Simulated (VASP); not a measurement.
A run of VASP 6.6.1 is set up as follows.

INCAR

```
SYSTEM = AlN
  PREC = Accurate
  ENCUT = 520
  EDIFF = 1E-6
  ISMEAR = 0
  SIGMA = 0.01
  LREAL = .FALSE.
  LASPH = .TRUE.
  NELM = 100
  ALGO = Normal
  ISIF = 2
  LWAVE = .FALSE.
  LCHARG = .FALSE.
  GGA = PE
  NBANDS = 11
```

The input KPOINTS:

```
Automatic mesh
0
G
  6 6 6
  0 0 0
```

The input POSCAR:

```
AlN
1.0
    0.0000000000      2.1193301201      2.1193301201
    2.1193301201      0.0000000000      2.1193301201
    2.1193301201      2.1193301201      0.0000000000
Al N
1 1
Direct
    0.0000000000      0.0000000000      0.0000000000
    0.2500000000      0.2500000000      0.2500000000
```

Potentials or basis: VASP PAW PBE potentials, release 64 (Al, N).

Run with:

```sh
$ cat potpaw_PBE.64/Al/POTCAR potpaw_PBE.64/N/POTCAR > POTCAR
$ mpirun -np 1 vasp_std > vasp.out
```

Problem. Predict the band gap on the k mesh.

Solution. 3.36 eV, indirect (least direct gap 5.02 eV).

Problem. Estimate the pressure.

Solution. 27.3 GPa.

Caveat: the k points lie up to 0.43 Å⁻¹ apart; the cell differs from its parent crystal (strain -3.0%). A k mesh can miss the band edges.
